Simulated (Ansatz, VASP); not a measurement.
**One calculation of VN2, two programs**

Contents of INCAR:

```
PREC = Accurate
ENCUT = 600
EDIFF = 1E-6
ISMEAR = 0
SIGMA = 0.1
LREAL = False
LASPH = True
NELM = 80
ALGO = Normal
ISIF = 3
LWAVE = False
LCHARG = False
GGA = PE
IVDW = 12
IBRION = 2
NSW = 70
EDIFFG = -0.005
```

File KPOINTS:

```
regular mesh
0
Gamma
  12 12 12
```

Contents of POSCAR:

```
VN2
1.0
   -2.1533489894      2.1533489894      2.4842410751
    2.1533489894     -2.1533489894      2.4842410751
    2.1533489894      2.1533489894     -2.4842410751
V N
2 4
Direct
    0.2500000000      0.2500000000      0.0000000000
    0.7500000000      0.7500000000      0.0000000000
    0.1135731475      0.6135731475      0.7271462950
    0.6135731475      0.8864268525      0.5000000000
    0.8864268525      0.3864268525      0.2728537050
    0.3864268525      0.1135731475      0.5000000000
```

Input for Ansatz:

```yaml
crystal:
  lattice:
    - [-2.1533489894, 2.1533489894, 2.4842410751]
    - [2.1533489894, -2.1533489894, 2.4842410751]
    - [2.1533489894, 2.1533489894, -2.4842410751]
  atoms:
    - { symbol: V, position: [0.25, 0.25, 0.0] }
    - { symbol: V, position: [0.75, 0.75, 0.0] }
    - { symbol: "N", position: [0.1135731475, 0.6135731475, 0.727146295] }
    - { symbol: "N", position: [0.6135731475, 0.8864268525, 0.5] }
    - { symbol: "N", position: [0.8864268525, 0.3864268525, 0.272853705] }
    - { symbol: "N", position: [0.3864268525, 0.1135731475, 0.5] }
basis:
  ecutwfc: 420
kpoints:
  mp_grid: { grid: [12, 12, 12] }
hamiltonian:
  xc: pbe
  dispersion: d3bj
scf:
  occupations: { method: gaussian, width: 0.1 }
output:
  forces: true
  stress: true
  eigenvalues: true
relax:
  adjacent_minimum: "off"
  f_tol: 0.005
  max_steps: 50
  cell: { stress_tol: 0.05 }
```

Alike in both runs: task relaxation of cell and atoms; functional PBE; dispersion D3(BJ); k mesh 12 × 12 × 12; occupations gaussian, width 0.1 eV; no spin polarisation.

```csv
,VASP,Ansatz
version,VASP 6.6.1,Ansatz 0.2.0
potentials or method,"VASP PAW PBE potentials, release 64 (V_sv, N), cutoff 600 eV","scalar-relativistic, plane waves, PAW"
valence electrons in the cell,46,46
```

```csv
,VASP,Ansatz,Ansatz less VASP
"gap on the k mesh at the Fermi level, each at its own relaxed structure (eV)",none,none,-
relaxed volume (Å³/atom),7.50,7.49,-0.010
relaxed cell length with the largest relative difference (Å),3.899,3.897,-0.0017
```

A gap of «none» marks a metal or a gap that the smearing closes.
